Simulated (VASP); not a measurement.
Wanted: the native input for a VASP 6.6.1 run.

| Property | Result |
| --- | --- |
| Task | single point |
| Functional | PBE |
| Potentials or basis | VASP PAW PBE potentials, release 64 (Hf_pv) |
| Cutoff | 520 eV |
| k mesh | 17 × 17 × 17 |
| Occupations | fermi-dirac, width 0.08 eV |
| Spin | no spin polarisation |
| Dipole correction | no |
| Further INCAR settings | ALGO = Normal; EDIFF = 1e-07; NBANDS = 11 |

The structure of Hf lies in POSCAR:

```
Hf
1.0
   -1.6804928442      1.6804928442      1.6804928442
    1.6804928442     -1.6804928442      1.6804928442
    1.6804928442      1.6804928442     -1.6804928442
Hf
1
Direct
    0.0000000000      0.0000000000      0.0000000000
```

This cell differs from its parent crystal: volume scaled by 0.85.

The input as run:

INCAR

```
SYSTEM = Hf
PREC     = Accurate       ! precision mode
ENCUT    = 520            ! plane-wave cutoff, eV
EDIFF    = 1E-7           ! SCF threshold, eV
ISMEAR   = -1             ! smearing method
SIGMA    = 0.08           ! smearing width, eV
LREAL    = .False.        ! projectors in reciprocal space
LASPH    = .True.         ! aspherical terms in the spheres
NELM     = 60             ! most SCF steps
ALGO     = Normal         ! electronic algorithm
ISIF     = 2              ! what is computed and relaxed
LWAVE    = .False.        ! write WAVECAR
LCHARG   = .False.        ! write CHGCAR
GGA      = PE             ! functional
NBANDS   = 11             ! bands
```

KPOINTS

```
Automatic mesh
0
Gamma
  17 17 17
  0 0 0
```

Potentials or basis: VASP PAW PBE potentials, release 64 (Hf_pv).

Command:

```bash
$ cat potpaw_PBE.64/Hf_pv/POTCAR > POTCAR
$ mpirun -np 1 vasp_std > vasp.out
```

It gave:

```
Pressure               : 20.5 GPa
Band gap on the k mesh : zero (band 5 reaches 7.39 eV, above the bottom of band 6 at 4.87 eV)
```

Caveat: spin-orbit coupling is left out, which moves the levels of the heavy elements.

Wall time 18 s on 1 thread of Intel Xeon 6975P-C (shared host), peak memory 0.16 GiB.
